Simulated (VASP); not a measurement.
# MgO (Fm-3m) in VASP: single point with PBE

Aim: the single point of MgO with PBE.

Program: VASP 6.6.1. These are calculated values, not measurements. Logs are shortened: lines on timing, memory, paths and dates and some standing lists are left out, and cuts for length are marked.

## (1) The cell of the first run

The structure is cubic, space group Fm-3m (No. 225). Conventional cell: a = 4.217 Å, b = 4.217 Å, c = 4.217 Å, α = 90.00°, β = 90.00°, γ = 90.00°. Within 2.8 Å of Mg (site symmetry m-3m) lie 6 O at 2.11 Å. O (site symmetry m-3m) has 6 Mg at 2.11 Å within 2.8 Å.

## (2) Single point, PBE

INCAR reads:

```
SYSTEM = MgO
PREC = Accurate
ENCUT = 840
EDIFF = 1E-6
ISMEAR = 0
SIGMA = 0.02
LREAL = .FALSE.
LASPH = .TRUE.
NELM = 120
ALGO = Normal
ISIF = 2
LWAVE = .FALSE.
LCHARG = .FALSE.
GGA = PE
NBANDS = 15
GGA_COMPAT = .FALSE.
```

KPOINTS reads:

```
regular mesh
0
G
  6 6 6
  0 0 0
```

POSCAR reads:

```
MgO
1.0
    0.0000000000      2.1085000000      2.1085000000
    2.1085000000      0.0000000000      2.1085000000
    2.1085000000      2.1085000000      0.0000000000
Mg O
1 1
Direct
    0.0000000000      0.0000000000      0.0000000000
    0.5000000000      0.5000000000      0.5000000000
```

Potentials or basis: VASP PAW PBE potentials, release 64 (Mg_sv, O).

The run is started by

```bash
> cat potpaw_PBE.64/Mg_sv/POTCAR potpaw_PBE.64/O/POTCAR > POTCAR
> mpirun -np 1 vasp_std > vasp.out
```

OUTCAR:

```text
SYSTEM = MgO
   PREC = Accurate
   ENCUT = 840
   EDIFF = 1E-6
   ISMEAR = 0
   LREAL = .FALSE.
   LASPH = .TRUE.
   NELM = 120
   ISIF = 2
   GGA = PE

 ion  position               nearest neighbor table
   1  0.000  0.000  0.000-   2 2.11   2 2.11   2 2.11   2 2.11   2 2.11   2 2.11
   2  0.500  0.500  0.500-   1 2.11   1 2.11   1 2.11   1 2.11   1 2.11   1 2.11

  LATTYP: Found a face centered cubic cell.
 ALAT       =     4.2170000000

  Lattice vectors:

 A1 = (   0.0000000000,   2.1085000000,   2.1085000000)
 A2 = (   2.1085000000,   0.0000000000,   2.1085000000)
 A3 = (   2.1085000000,   2.1085000000,   0.0000000000)

Analysis of symmetry for initial positions (statically):
=====================================================================
 Subroutine PRICEL returns:
 Original cell was already a primitive cell.

 Routine SETGRP: Setting up the symmetry group for a
 face centered cubic supercell.

 Subroutine GETGRP returns: Found 48 space group operations
 (whereof 48 operations were pure point group operations)
 out of a pool of 48 trial point group operations.

The static configuration has the point symmetry O_h .

Analysis of symmetry for dynamics (positions and initial velocities):
=====================================================================
 Subroutine PRICEL returns:
 Original cell was already a primitive cell.

 Routine SETGRP: Setting up the symmetry group for a
 face centered cubic supercell.

 Subroutine GETGRP returns: Found 48 space group operations
 (whereof 48 operations were pure point group operations)
 out of a pool of 48 trial point group operations.

The dynamic configuration has the point symmetry O_h .

 Subroutine INISYM returns: Found 48 space group operations
 (whereof 48 operations are pure point group operations),
 and found     1 'primitive' translations

----------------------------------------------------------------------------------------

                                     Primitive cell

  volume of cell :      18.7478

  direct lattice vectors                    reciprocal lattice vectors
     0.000000000  2.108500000  2.108500000    -0.237135404  0.237135404  0.237135404
     2.108500000  0.000000000  2.108500000     0.237135404 -0.237135404  0.237135404
     2.108500000  2.108500000  0.000000000     0.237135404  0.237135404 -0.237135404

  length of vectors
     2.981869296  2.981869296  2.981869296     0.410730569  0.410730569  0.410730569

  position of ions in fractional coordinates (direct lattice)
     0.000000000  0.000000000  0.000000000
     0.500000000  0.500000000  0.500000000

  ion indices of the primitive-cell ions
   primitive index   ion index
                 1           1
                 2           2

----------------------------------------------------------------------------------------

 KPOINTS: regular mesh

Automatic generation of k-mesh.
 Grid dimensions read from file:
 generate k-points for:    6    6    6

 Generating k-lattice:

  Cartesian coordinates                     Fractional coordinates (reciprocal lattice)
    -0.039522567  0.039522567  0.039522567     0.166666667  0.000000000  0.000000000
     0.039522567 -0.039522567  0.039522567     0.000000000  0.166666667  0.000000000
     0.039522567  0.039522567 -0.039522567     0.000000000  0.000000000  0.166666667

  Length of vectors
     0.068455095  0.068455095  0.068455095

  Shift w.r.t. Gamma in fractional coordinates (k-lattice)
     0.000000000  0.000000000  0.000000000

 Subroutine IBZKPT returns following result:
 ===========================================

 Found     16 irreducible k-points:

 Following reciprocal coordinates:
            Coordinates               Weight
  0.000000  0.000000  0.000000      1.000000
  0.166667  0.000000  0.000000      8.000000
  0.333333  0.000000  0.000000      8.000000
  0.500000  0.000000  0.000000      4.000000
  0.166667  0.166667  0.000000      6.000000
  0.333333  0.166667  0.000000     24.000000
[... 8 lines left out ...]
 -0.333333  0.333333  0.166667     24.000000
 -0.333333  0.500000  0.166667     12.000000
   k-points           NKPTS =     16   k-points in BZ     NKDIM =     16   number of bands    NBANDS=     15
   number of dos      NEDOS =    301   number of ions     NIONS =      2
   total plane-waves  NPLWV =  21952
   dimension x,y,z NGX =    28 NGY =   28 NGZ =   28
   dimension x,y,z NGXF=    56 NGYF=   56 NGZF=   56
   ions per type =               1   1
   NGX,Y,Z   is equivalent  to a cutoff of  15.61, 15.61, 15.61 a.u.
   NGXF,Y,Z  is equivalent  to a cutoff of  31.22, 31.22, 31.22 a.u.
 SYSTEM =  MgO
   PREC   = accura    normal or accurate (medium, high low for compatibility)
   ISTART =      0    job   : 0-new  1-cont  2-samecut
   ICHARG =      2    charge: 1-file 2-atom 10-const
   ISPIN  =      1    spin polarized calculation?
   LNONCOLLINEAR =      F non collinear calculations
   LSORBIT =      F    spin-orbit coupling
   LASPH  =      T    aspherical Exc in radial PAW
   ENCUT  =  840.0 eV  61.74 Ry    7.86 a.u.   7.05  7.05  7.05*2*pi/ulx,y,z
   NELM   =    120;   NELMIN=  2; NELMDL= -5     # of ELM steps
   EDIFF  = 0.1E-05   stopping-criterion for ELM
   LREAL  =      F    real-space projection
   EDIFFG = 0.1E-04   stopping-criterion for IOM
   NSW    =      0    number of steps for IOM
   IBRION =     -1    ionic relax: 0-MD 1-quasi-New 2-CG
   NFREE  =      0    steps in history (QN), initial steepest desc. (CG)
   ISIF   =      2    stress and relaxation
   ISYM   =      2    0-nonsym 1-usesym 2-fastsym
   POTIM  = 0.5000    time-step for ionic-motion
   TEBEG  =    0.0;   TEEND  =   0.0 temperature during run
   PSTRESS=    0.0 pullay stress
   NELECT =      16.0000    total number of electrons
   NUPDOWN=      -1.0000    fix difference up-down
   EMIN   =  10.00;   EMAX   =-10.00  energy-range for DOS
   EFERMI =   0.00;   METHOD = LEGACY
   ISMEAR =     0;   SIGMA  =   0.02  broadening in eV -4-tet -1-fermi 0-gaus
   EFERMI_NEDOS =   21; number of points for ismear=-14 and -15
   IALGO  =     38    algorithm
   IMIX   =      4    mixing-type and parameters
     AMIX     =   0.40;   BMIX     =  1.00
     AMIX_MAG =   1.60;   BMIX_MAG =  1.00
  volume/ion in A,a.u.               =       9.37        63.26
  Fermi-wavevector in a.u.,A,eV,Ry     =   1.552856  2.934473 32.808574  2.411362
  Thomas-Fermi vector in A             =   2.657171
   LORBIT       =      0    0 simple, 1 ext, 2 COOP (PROOUT), +10 PAW based schemes
   GGA     = PE    functional components
   LHFCALC =     F    Hartree Fock is set to
   AEXX    =    0.0000 exact exchange contribution
   IVDW    =     0    specifies the selected vdW correction
   LEPSILON=     F    determine dielectric tensor
   LRPA    =     F    only Hartree local field effects (RPA)
 non-spin polarized calculation
 Gauss-broadening in eV      SIGMA  =   0.02
  energy-cutoff  :      840.00
  volume of cell :       18.75
 maximum number of plane-waves:      1056
   NGX = 15   NGY = 15   NGZ = 15

 number of electron      15.9999995 magnetization

 Free energy of the ion-electron system (eV)
  ---------------------------------------------------
  ext. energy  EPLUGINS =         0.00000000
  ---------------------------------------------------
  free energy    TOTEN  =       -11.87644564 eV

  energy without entropy =      -11.87644564  energy(sigma->0) =      -11.87644564

 E-fermi :   3.1523     XC(G=0): -11.3733

 val. band max:        2.8908124607   @ k =   0.0000   0.0000   0.0000
 cond. band min:       7.5962531306   @ k =   0.0000   0.0000   0.0000
 fundamental gap:      4.7054406699
 Fermi energy:         3.1522652510

 k-point     1 :       0.0000    0.0000    0.0000
  band No.  band energies     occupation
      1     -69.3903      2.00000
      2     -36.1155      2.00000
      3     -36.1155      2.00000
      4     -36.1155      2.00000
      5     -14.3399      2.00000
      6       2.8908      2.00000
      7       2.8908      2.00000
      8       2.8908      2.00000
      9       7.5963      0.00000
     10      18.6763      0.00000
     11      18.6763      0.00000
     12      18.6763      0.00000
     13      22.5801      0.00000
     14      24.3570      0.00000
     15      24.3570      0.00000

 k-point     2 :       0.1667    0.0000    0.0000
  band No.  band energies     occupation
      1     -69.3880      2.00000
      2     -36.1370      2.00000
      3     -36.1176      2.00000
      4     -36.1176      2.00000
      5     -14.0512      2.00000
      6       1.3874      2.00000
      7       2.7172      2.00000
      8       2.7172      2.00000
      9       9.0181      0.00000
     10      16.3472      0.00000
     11      19.2463      0.00000
     12      19.2463      0.00000
     13      23.0791      0.00000
     14      23.0791      0.00000
     15      25.1620      0.00000

 k-point     3 :       0.3333    0.0000    0.0000
  band No.  band energies     occupation
      1     -69.3840      2.00000
      2     -36.1799      2.00000
      3     -36.1220      2.00000
      4     -36.1220      2.00000
      5     -13.4052      2.00000
      6      -0.7619      2.00000
      7       2.3923      2.00000
      8       2.3923      2.00000
      9      10.5401      0.00000
     10      15.1902      0.00000
     11      19.4520      0.00000
     12      19.4520      0.00000
     13      23.7638      0.00000
     14      23.7638      0.00000
     15      24.3278      0.00000

 k-point     4 :       0.5000    0.0000    0.0000
  band No.  band energies     occupation
      1     -69.3820      2.00000
      2     -36.2011      2.00000
      3     -36.1243      2.00000
      4     -36.1243      2.00000
      5     -13.0357      2.00000
      6      -1.7032      2.00000
      7       2.2395      2.00000
      8       2.2395      2.00000
      9      10.7747      0.00000
     10      15.4679      0.00000
     11      19.1866      0.00000
     12      19.1866      0.00000
     13      23.7898      0.00000
     14      25.3505      0.00000
     15      25.3505      0.00000
[... 163 lines left out ...]
 k-point    14 :       0.5000    0.3333    0.1667
  band No.  band energies     occupation
      1     -69.3812      2.00000
      2     -36.1762      2.00000
      3     -36.1468      2.00000
      4     -36.1318      2.00000
      5     -13.0478      2.00000
      6      -0.6250      2.00000
      7       1.0590      2.00000
      8       1.8807      2.00000
      9      12.8687      0.00000
     10      13.9524      0.00000
     11      16.4386      0.00000
     12      20.0551      0.00000
     13      22.3252      0.00000
     14      25.7421      0.00000
     15      30.7260      0.00000

 k-point    15 :      -0.3333    0.3333    0.1667
  band No.  band energies     occupation
      1     -69.3798      2.00000
      2     -36.1786      2.00000
      3     -36.1555      2.00000
      4     -36.1367      2.00000
      5     -12.8290      2.00000
      6      -0.6682      2.00000
      7       0.4476      2.00000
      8       1.6326      2.00000
      9      13.4399      0.00000
     10      14.8154      0.00000
     11      15.6174      0.00000
     12      19.3605      0.00000
     13      23.6458      0.00000
     14      24.8672      0.00000
     15      30.5641      0.00000

 k-point    16 :      -0.3333    0.5000    0.1667
  band No.  band energies     occupation
      1     -69.3791      2.00000
      2     -36.1769      2.00000
      3     -36.1550      2.00000
      4     -36.1455      2.00000
      5     -12.7718      2.00000
      6      -0.6295      2.00000
      7       0.6726      2.00000
      8       1.2319      2.00000
      9      13.4302      0.00000
     10      14.2975      0.00000
     11      15.3404      0.00000
     12      19.3596      0.00000
     13      23.0426      0.00000
     14      27.5049      0.00000
     15      29.0368      0.00000

------------------------ aborting loop because EDIFF is reached ----------------------------------------

  FORCE on cell =-STRESS in cart. coord.  units (eV):
  Direction    XX          YY          ZZ          XY          YZ          ZX
  --------------------------------------------------------------------------------------
  -------------------------------------------------------------------------------------
  Total        0.4907754      0.4907754      0.4907754      0.0000000      0.0000000     -0.0000000
  in kB       41.9413629     41.9413629     41.9413629      0.0000000      0.0000000     -0.0000000
  external PRESSURE =      41.9413629 kB  Pullay stress =       0.0000000 kB

 VOLUME and BASIS-vectors are now :
 -----------------------------------------------------------------------------
  energy-cutoff  :      840.00
  volume of cell :       18.75
      direct lattice vectors                 reciprocal lattice vectors
     0.000000000  2.108500000  2.108500000    -0.237135404  0.237135404  0.237135404
     2.108500000  0.000000000  2.108500000     0.237135404 -0.237135404  0.237135404
     2.108500000  2.108500000  0.000000000     0.237135404  0.237135404 -0.237135404

 POSITION                                       TOTAL-FORCE (eV/Angst)
 -----------------------------------------------------------------------------------
      0.00000      0.00000      0.00000         0.000000     -0.000000      0.000000
      2.10850      2.10850      2.10850        -0.000000      0.000000     -0.000000
 -----------------------------------------------------------------------------------
    total drift:                                0.000000      0.000000      0.000000

  FREE ENERGIE OF THE ION-ELECTRON SYSTEM (eV)
  ---------------------------------------------------
  free  energy   TOTEN  =       -11.8764456433 eV

  energy  without entropy=      -11.8764456433  energy(sigma->0) =      -11.87644564
```

Wall time 9.2 s (1 thread of Intel Xeon Platinum 8259CL at 2.50GHz (Skylake/Cascade Lake), shared host); peak memory 0.15 GiB.

Results:

| Item | Value |
| --- | --- |
| Free energy | -11.8764 eV |
| Pressure | 4.2 GPa |
| Band gap on the k mesh | 4.71 eV |

Caveat: the k points lie up to 0.43 Å⁻¹ apart. As with any semilocal functional, this PBE gap is likely too small.
